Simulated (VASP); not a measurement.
# CdS (Hawleyite) (F-43m) in VASP: further runs

CdS (Hawleyite) is run at these levels: r2SCAN; tasks: single point, relaxation of cell and atoms.

All numbers are computed with VASP 6.6.1; they aren't measurements. Logs are shortened: lines on timing, memory, paths and dates and some standing lists are left out, and cuts for length are marked.

### 1 The cell of the first run

It takes space group F-43m (No. 216, cubic). The conventional cell has a = 5.878 Å, b = 5.878 Å, c = 5.878 Å, α = 90.00°, β = 90.00°, γ = 90.00°. Within 3.4 Å of Cd (site symmetry -43m) lie 4 S at 2.55 Å. S (site symmetry -43m) has 4 Cd at 2.55 Å within 3.4 Å.

### 2 Single point, r2SCAN

POSCAR

```
CdS
1.0
    0.0000000000      2.9391034063      2.9391034063
    2.9391034063      0.0000000000      2.9391034063
    2.9391034063      2.9391034063      0.0000000000
Cd S
1 1
Direct
    0.0000000000      0.0000000000      0.0000000000
    0.2500000000      0.2500000000      0.2500000000
```

INCAR.step1

```
  ALGO = Normal
  EDIFF = 1E-4
  ENCUT = 520
  GGA = PE
  ISMEAR = 0
  LASPH = T
  LCHARG = F
  LREAL = F
  LWAVE = T
  NBANDS = 16
  NELM = 60
  PREC = Accurate
  SIGMA = 0.02
```

INCAR.step2

```
  ALGO = Normal
  EDIFF = 1E-6
  ENCUT = 520
  ISIF = 2
  ISMEAR = 0
  ISTART = 1
  LASPH = T
  LCHARG = F
  LMIXTAU = T
  LREAL = F
  LWAVE = F
  METAGGA = R2SCAN
  NBANDS = 16
  NELM = 60
  PREC = Accurate
  SIGMA = 0.02
```

KPOINTS

```
k-points
0
Gamma
  8 8 8
```

Potentials or basis: VASP PAW PBE potentials, release 64 (Cd, S).

On the command line:

```bash
cat potpaw_PBE.64/Cd/POTCAR potpaw_PBE.64/S/POTCAR > POTCAR
cp INCAR.step1 INCAR
mpirun -np 1 vasp_std > vasp.out
cp INCAR.step2 INCAR
mpirun -np 1 vasp_std > vasp.out
```

OUTCAR:

```text
EDIFF = 1E-6
   ENCUT = 520
   ISIF = 2
   ISMEAR = 0
   ISTART = 1
   LASPH = T
   LREAL = F
   METAGGA = R2SCAN
   NELM = 60
   PREC = Accurate

 ion  position               nearest neighbor table
   1  0.000  0.000  0.000-   2 2.55   2 2.55   2 2.55   2 2.55
   2  0.250  0.250  0.250-   1 2.55   1 2.55   1 2.55   1 2.55

  LATTYP: Found a face centered cubic cell.
 ALAT       =     5.8782068126

  Lattice vectors:

 A1 = (   0.0000000000,   2.9391034063,   2.9391034063)
 A2 = (   2.9391034063,   0.0000000000,   2.9391034063)
 A3 = (   2.9391034063,   2.9391034063,   0.0000000000)

Analysis of symmetry for initial positions (statically):
=====================================================================
 Subroutine PRICEL returns:
 Original cell was already a primitive cell.

 Routine SETGRP: Setting up the symmetry group for a
 face centered cubic supercell.

 Subroutine GETGRP returns: Found 24 space group operations
 (whereof 24 operations were pure point group operations)
 out of a pool of 48 trial point group operations.

The static configuration has the point symmetry T_d .

Analysis of symmetry for dynamics (positions and initial velocities):
=====================================================================
 Subroutine PRICEL returns:
 Original cell was already a primitive cell.

 Routine SETGRP: Setting up the symmetry group for a
 face centered cubic supercell.

 Subroutine GETGRP returns: Found 24 space group operations
 (whereof 24 operations were pure point group operations)
 out of a pool of 48 trial point group operations.

The dynamic configuration has the point symmetry T_d .

 Subroutine INISYM returns: Found 24 space group operations
 (whereof 24 operations are pure point group operations),
 and found     1 'primitive' translations

----------------------------------------------------------------------------------------

                                     Primitive cell

  volume of cell :      50.7779

  direct lattice vectors                    reciprocal lattice vectors
     0.000000000  2.939103406  2.939103406    -0.170119908  0.170119908  0.170119908
     2.939103406  0.000000000  2.939103406     0.170119908 -0.170119908  0.170119908
     2.939103406  2.939103406  0.000000000     0.170119908  0.170119908 -0.170119908

  length of vectors
     4.156519898  4.156519898  4.156519898     0.294656323  0.294656323  0.294656323

  position of ions in fractional coordinates (direct lattice)
     0.000000000  0.000000000  0.000000000
     0.250000000  0.250000000  0.250000000

  ion indices of the primitive-cell ions
   primitive index   ion index
                 1           1
                 2           2

----------------------------------------------------------------------------------------

 KPOINTS: k-points

Automatic generation of k-mesh.
 Grid dimensions read from file:
 generate k-points for:    8    8    8

 Generating k-lattice:

  Cartesian coordinates                     Fractional coordinates (reciprocal lattice)
    -0.021264988  0.021264988  0.021264988     0.125000000  0.000000000  0.000000000
     0.021264988 -0.021264988  0.021264988     0.000000000  0.125000000  0.000000000
     0.021264988  0.021264988 -0.021264988     0.000000000  0.000000000  0.125000000

  Length of vectors
     0.036832040  0.036832040  0.036832040

  Shift w.r.t. Gamma in fractional coordinates (k-lattice)
     0.000000000  0.000000000  0.000000000

 Subroutine IBZKPT returns following result:
 ===========================================

 Found     29 irreducible k-points:

 Following reciprocal coordinates:
            Coordinates               Weight
  0.000000  0.000000  0.000000      1.000000
  0.125000  0.000000  0.000000      8.000000
  0.250000  0.000000  0.000000      8.000000
  0.375000  0.000000  0.000000      8.000000
  0.500000  0.000000  0.000000      4.000000
  0.125000  0.125000  0.000000      6.000000
[... 16 lines left out ...]
  0.500000  0.250000  0.125000     48.000000
 -0.375000  0.250000  0.125000     24.000000
 [... further k-points ...]
   k-points           NKPTS =     29   k-points in BZ     NKDIM =     29   number of bands    NBANDS=     16
   number of dos      NEDOS =    301   number of ions     NIONS =      2
   total plane-waves  NPLWV =  32768
   dimension x,y,z NGX =    32 NGY =   32 NGZ =   32
   dimension x,y,z NGXF=    64 NGYF=   64 NGZF=   64
   ions per type =               1   1
   NGX,Y,Z   is equivalent  to a cutoff of  12.80, 12.80, 12.80 a.u.
   NGXF,Y,Z  is equivalent  to a cutoff of  25.60, 25.60, 25.60 a.u.
 SYSTEM =  unknown system
   PREC   = accura    normal or accurate (medium, high low for compatibility)
   ISTART =      1    job   : 0-new  1-cont  2-samecut
   ICHARG =      0    charge: 1-file 2-atom 10-const
   ISPIN  =      1    spin polarized calculation?
   LNONCOLLINEAR =      F non collinear calculations
   LSORBIT =      F    spin-orbit coupling
   LASPH  =      T    aspherical Exc in radial PAW
   ENCUT  =  520.0 eV  38.22 Ry    6.18 a.u.   7.73  7.73  7.73*2*pi/ulx,y,z
   NELM   =     60;   NELMIN=  2; NELMDL=  0     # of ELM steps
   EDIFF  = 0.1E-05   stopping-criterion for ELM
   LREAL  =      F    real-space projection
   EDIFFG = 0.1E-04   stopping-criterion for IOM
   NSW    =      0    number of steps for IOM
   IBRION =     -1    ionic relax: 0-MD 1-quasi-New 2-CG
   NFREE  =      0    steps in history (QN), initial steepest desc. (CG)
   ISIF   =      2    stress and relaxation
   ISYM   =      2    0-nonsym 1-usesym 2-fastsym
   POTIM  = 0.5000    time-step for ionic-motion
   TEBEG  =    0.0;   TEEND  =   0.0 temperature during run
   PSTRESS=    0.0 pullay stress
   NELECT =      18.0000    total number of electrons
   NUPDOWN=      -1.0000    fix difference up-down
   EMIN   =  10.00;   EMAX   =-10.00  energy-range for DOS
   EFERMI =   0.00;   METHOD = LEGACY
   ISMEAR =     0;   SIGMA  =   0.02  broadening in eV -4-tet -1-fermi 0-gaus
   EFERMI_NEDOS =   21; number of points for ismear=-14 and -15
   IALGO  =     38    algorithm
   IMIX   =      4    mixing-type and parameters
     AMIX     =   0.40;   BMIX     =  1.00
     AMIX_MAG =   1.60;   BMIX_MAG =  1.00
  volume/ion in A,a.u.               =      25.39       171.33
  Fermi-wavevector in a.u.,A,eV,Ry     =   1.158619  2.189473 18.264446  1.342399
  Thomas-Fermi vector in A             =   2.295220
   LORBIT       =      0    0 simple, 1 ext, 2 COOP (PROOUT), +10 PAW based schemes
   METAGGA = R2SCAN    functional components
   LHFCALC =     F    Hartree Fock is set to
   AEXX    =    0.0000 exact exchange contribution
   IVDW    =     0    specifies the selected vdW correction
   LEPSILON=     F    determine dielectric tensor
   LRPA    =     F    only Hartree local field effects (RPA)
 non-spin polarized calculation
 Gauss-broadening in eV      SIGMA  =   0.02
  energy-cutoff  :      520.00
  volume of cell :       50.78
 maximum number of plane-waves:      1384
   NGX = 15   NGY = 15   NGZ = 15

 number of electron      18.0000005 magnetization

 Free energy of the ion-electron system (eV)
  ---------------------------------------------------
  ext. energy  EPLUGINS =         0.00000000
  ---------------------------------------------------
  free energy    TOTEN  =       -29.68594809 eV

  energy without entropy =      -29.68594809  energy(sigma->0) =      -29.68594809

 E-fermi :   0.9480     XC(G=0):  -9.6195

 val. band max:        0.8534570149   @ k =   0.0000   0.0000   0.0000
 cond. band min:       2.3920507686   @ k =   0.0000   0.0000   0.0000
 fundamental gap:      1.5385937537
 Fermi energy:         0.9479773133

 k-point     1 :       0.0000    0.0000    0.0000
  band No.  band energies     occupation
      1     -11.8785      2.00000
      2      -7.0329      2.00000
      3      -7.0329      2.00000
      4      -7.0329      2.00000
      5      -6.5521      2.00000
      6      -6.5521      2.00000
[... 8 lines left out ...]
     15      12.8293      0.00000
     16      12.8293      0.00000

 k-point     2 :       0.1250    0.0000    0.0000
  band No.  band energies     occupation
      1     -11.8190      2.00000
      2      -7.0106      2.00000
      3      -7.0106      2.00000
      4      -6.9757      2.00000
      5      -6.5529      2.00000
      6      -6.5529      2.00000
[... 8 lines left out ...]
     15      12.1996      0.00000
     16      13.2665      0.00000

 k-point     3 :       0.2500    0.0000    0.0000
  band No.  band energies     occupation
      1     -11.6747      2.00000
      2      -6.9621      2.00000
      3      -6.9621      2.00000
      4      -6.7775      2.00000
      5      -6.5477      2.00000
      6      -6.5477      2.00000
[... 8 lines left out ...]
     15      11.9679      0.00000
     16      12.5409      0.00000

 k-point     4 :       0.3750    0.0000    0.0000
  band No.  band energies     occupation
      1     -11.5305      2.00000
      2      -6.9238      2.00000
      3      -6.9238      2.00000
      4      -6.5290      2.00000
      5      -6.5290      2.00000
      6      -6.4284      2.00000
[... 8 lines left out ...]
     15      12.8830      0.00000
     16      12.8830      0.00000
[... 324 lines left out ...]
 k-point    22 :       0.3750    0.2500    0.1250
  band No.  band energies     occupation
      1     -11.5688      2.00000
      2      -6.9094      2.00000
      3      -6.8832      2.00000
      4      -6.7097      2.00000
      5      -6.5432      2.00000
      6      -6.4936      2.00000
[... 8 lines left out ...]
     15      13.4102      0.00000
     16      15.1483      0.00000

 k-point    23 :       0.5000    0.2500    0.1250
  band No.  band energies     occupation
      1     -11.4553      2.00000
      2      -6.8718      2.00000
      3      -6.8482      2.00000
      4      -6.6133      2.00000
      5      -6.5195      2.00000
      6      -6.2674      2.00000
[... 8 lines left out ...]
     15      14.2481      0.00000
     16      14.5218      0.00000

 k-point    24 :      -0.3750    0.2500    0.1250
  band No.  band energies     occupation
      1     -11.4089      2.00000
      2      -6.8654      2.00000
      3      -6.8319      2.00000
      4      -6.5757      2.00000
      5      -6.5264      2.00000
      6      -6.0778      2.00000
[... 8 lines left out ...]
     15      13.6681      0.00000
     16      14.6142      0.00000

 [... further k-points ...]
[... 5 lines left out ...]
  --------------------------------------------------------------------------------------
  -------------------------------------------------------------------------------------
  Total        0.0935797      0.0935797      0.0935797     -0.0000000      0.0000000     -0.0000000
  in kB        2.9526901      2.9526901      2.9526901     -0.0000000      0.0000000     -0.0000000
  external PRESSURE =       2.9526901 kB  Pullay stress =       0.0000000 kB

 VOLUME and BASIS-vectors are now :
 -----------------------------------------------------------------------------
  energy-cutoff  :      520.00
  volume of cell :       50.78
      direct lattice vectors                 reciprocal lattice vectors
     0.000000000  2.939103406  2.939103406    -0.170119908  0.170119908  0.170119908
     2.939103406  0.000000000  2.939103406     0.170119908 -0.170119908  0.170119908
     2.939103406  2.939103406  0.000000000     0.170119908  0.170119908 -0.170119908

 POSITION                                       TOTAL-FORCE (eV/Angst)
 -----------------------------------------------------------------------------------
      0.00000      0.00000      0.00000        -0.000000      0.000000      0.000000
      1.46955      1.46955      1.46955         0.000000     -0.000000     -0.000000
 -----------------------------------------------------------------------------------
    total drift:                               -0.000004     -0.000004     -0.000004

  FREE ENERGIE OF THE ION-ELECTRON SYSTEM (eV)
  ---------------------------------------------------
  free  energy   TOTEN  =       -29.6859480935 eV

  energy  without entropy=      -29.6859480935  energy(sigma->0) =      -29.68594809
```

It took 33 s on 1 thread of Intel Xeon 6975P-C (Granite Rapids), shared host; peak memory 0.19 GiB.

What came out:

| Property | Result |
| --- | --- |
| Free energy | -29.6859 eV |
| Pressure | 0.3 GPa |
| Band gap on the k mesh | 1.54 eV, direct |

Levels at points of the mesh, in eV from the valence-band top:
```tsv
k point	band 7	band 8	band 9	band 10	band 11	band 12
(0.00, 0.00, 0.00)	0.00	0.00	0.00	1.54	7.08	7.08
(0.50, 0.00, 0.00)	-4.32	-0.73	-0.73	3.44	7.48	7.48
(0.50, 0.50, 0.00)	-3.88	-1.84	-1.84	3.88	4.73	9.69
```

Caveat: the PAW data sets were made with another functional, which shifts forces and pressure a little.

### 3 Relaxation of cell and atoms, r2SCAN

This run uses another cell than the first one, of 26.02 Å³/atom, 1.025 times its volume.

POSCAR

```
CdS
1.0
    0.0000000000      2.9632113923      2.9632113923
    2.9632113923      0.0000000000      2.9632113923
    2.9632113923      2.9632113923      0.0000000000
Cd S
1 1
Direct
    0.0000000000      0.0000000000      0.0000000000
    0.2500000000      0.2500000000      0.2500000000
```

INCAR.step1

```
SYSTEM = CdS
PREC     = Accurate       ! precision mode
ENCUT    = 600            ! plane-wave cutoff, eV
ISMEAR   = 0              ! smearing method
SIGMA    = 0.02           ! smearing width, eV
LREAL    = .FALSE.        ! projectors in reciprocal space
LASPH    = .TRUE.         ! aspherical terms in the spheres
NELM     = 80             ! most SCF steps
GGA      = PE             ! functional
ALGO     = Normal         ! electronic algorithm
EDIFF    = 1E-4           ! SCF threshold, eV
LWAVE    = .TRUE.         ! write WAVECAR
LCHARG   = .FALSE.        ! write CHGCAR
```

INCAR.step2

```
SYSTEM = CdS
PREC     = Accurate       ! precision mode
ENCUT    = 600            ! plane-wave cutoff, eV
EDIFF    = 1E-6           ! SCF threshold, eV
ISMEAR   = 0              ! smearing method
SIGMA    = 0.02           ! smearing width, eV
LREAL    = .FALSE.        ! projectors in reciprocal space
LASPH    = .TRUE.         ! aspherical terms in the spheres
NELM     = 80             ! most SCF steps
ALGO     = Normal         ! electronic algorithm
ISIF     = 3              ! what is computed and relaxed
LWAVE    = .FALSE.        ! write WAVECAR
LCHARG   = .FALSE.        ! write CHGCAR
METAGGA  = R2SCAN         ! meta-GGA
LMIXTAU  = .TRUE.       
IBRION   = 2              ! ionic algorithm
NSW      = 70             ! ionic steps
EDIFFG   = -0.005         ! ionic threshold
ISTART   = 1
```

KPOINTS

```
Automatic mesh
0
G
  8 8 8
  0 0 0
```

Potentials or basis: VASP PAW PBE potentials, release 64 (Cd, S).

On the command line:

```bash
cat potpaw_PBE.64/Cd/POTCAR potpaw_PBE.64/S/POTCAR > POTCAR
cp INCAR.step1 INCAR
mpirun -np 1 vasp_std > vasp.out
cp INCAR.step2 INCAR
mpirun -np 1 vasp_std > vasp.out
```

It took 1.9 min on 1 thread of Intel Xeon 6975P-C (Granite Rapids), shared host; peak memory 0.24 GiB.

The run converged. Its results:

| Quantity | Value |
| --- | --- |
| Free energy | -29.6868 eV |
| Relaxed volume | 25.49 Å³/atom |
| Relaxed cell | a = 4.162 Å, b = 4.162 Å, c = 4.162 Å, α = 60.00°, β = 60.00°, γ = 60.00° |
| Space group after relaxing (to 0.05 Å) | F-43m (No. 216) |
| Energy gained by relaxing | 2.0 meV/atom |
| Ionic steps | 3 |
| Pressure after relaxing | 0.0 GPa |
| Band gap on the k mesh | 1.53 eV, direct |

The path:
```tsv
step	energy change (eV)	largest force (eV/Å)	pressure (GPa)	volume (Å³)
1	0.0000	0.0000	-1.18	52.04
2	-0.0034	0.0000	0.46	50.61
3	-0.0039	0.0000	0.00	50.99
```

Final structure:
```yaml
crystal:
  lattice:
    - [0.00000, 2.94310, 2.94310]
    - [2.94310, 0.00000, 2.94310]
    - [2.94310, 2.94310, 0.00000]
  atoms:
    - { symbol: Cd, position: [0.00000, 0.00000, 0.00000] }
    - { symbol: S, position: [0.25000, 0.25000, 0.25000] }
```

Levels at points of the mesh, in eV from the valence-band top:
| k point | band 5 | band 6 | band 7 | band 8 | band 9 | band 10 | band 11 | band 12 | band 13 |
| --- | --- | --- | --- | --- | --- | --- | --- | --- | --- |
| (0.00, 0.00, 0.00) | -7.40 | -7.40 | 0.00 | 0.00 | 0.00 | 1.53 | 7.08 | 7.08 | 7.08 |
| (0.50, 0.00, 0.00) | -7.36 | -7.04 | -4.30 | -0.73 | -0.73 | 3.43 | 7.48 | 7.48 | 7.81 |
| (0.50, 0.50, 0.00) | -7.32 | -6.97 | -3.86 | -1.83 | -1.83 | 3.88 | 4.72 | 9.67 | 11.38 |

Caveat: the PAW data sets were made with another functional, which shifts forces and pressure a little. r2SCAN opens gaps a little over a GGA but as a rule still falls short of measured ones.
